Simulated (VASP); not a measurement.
Zr6BiC2:

```
Zr Bi C
1.0
     6.60474    0.00000    0.00000
     0.00000    6.60474    0.00000
     0.00000    0.00000    4.67025
Zr Bi C
6 1 2
Direct
  0.25000 0.25000 0.00000
  0.25000 0.75000 0.00000
  0.00000 0.50000 0.50000
  0.75000 0.75000 0.00000
  0.75000 0.25000 0.00000
  0.50000 0.00000 0.50000
  0.50000 0.50000 0.50000
  0.00000 0.50000 0.00000
  0.50000 0.00000 0.00000
```

| Item | Value |
| --- | --- |
| Program | VASP 6.6.1 |
| Task | relaxation of cell and atoms |
| Functional | PBE |
| Potentials or basis | VASP PAW PBE potentials, release 64 (Zr_sv, Bi_d, C) |
| Cutoff | 600 eV |
| k mesh | 4 × 4 × 4 |
| Occupations | gaussian, width 0.1 eV |
| Spin | no spin polarisation |

At the start: pressure -6.7 GPa; volume 22.64 Å³/atom.

Q: How do energy, volume and symmetry change on relaxing?

A: Over 7 steps the energy falls by 36.1 meV/atom and the volume is 21.18 Å³/atom (-6.4 %); space group P4/mmm (No. 123, to 0.1 Å) before and after.

The path:
| step | energy change (eV) | largest force (eV/Å) | pressure (GPa) | volume (Å³) |
| --- | --- | --- | --- | --- |
| 1 | 0.0000 | 0.2448 | -6.68 | 203.73 |
| 2 | 0.1034 | 0.5034 | 10.11 | 177.15 |
| 3 | -0.2920 | 0.3545 | 0.00 | 190.86 |
| 4 | -0.2920 | 0.3570 | 0.15 | 190.60 |
| 5 | -0.3109 | 0.2320 | 0.12 | 190.47 |
| 6 | -0.3215 | 0.0379 | 0.10 | 190.27 |
| 7 | -0.3248 | 0.0112 | -0.20 | 190.66 |

Final structure:
```
Zr Bi C
1.0
     6.45280    0.00000    0.00000
     0.00000    6.45280    0.00000
     0.00000    0.00000    4.57887
Zr Bi C
6 1 2
Direct
  0.24428 0.24428 0.00000
  0.24428 0.75572 0.00000
  0.00000 0.50000 0.50000
  0.75572 0.75572 0.00000
  0.75572 0.24428 0.00000
  0.50000 0.00000 0.50000
  0.50000 0.50000 0.50000
  0.00000 0.50000 0.00000
  0.50000 0.00000 0.00000
```
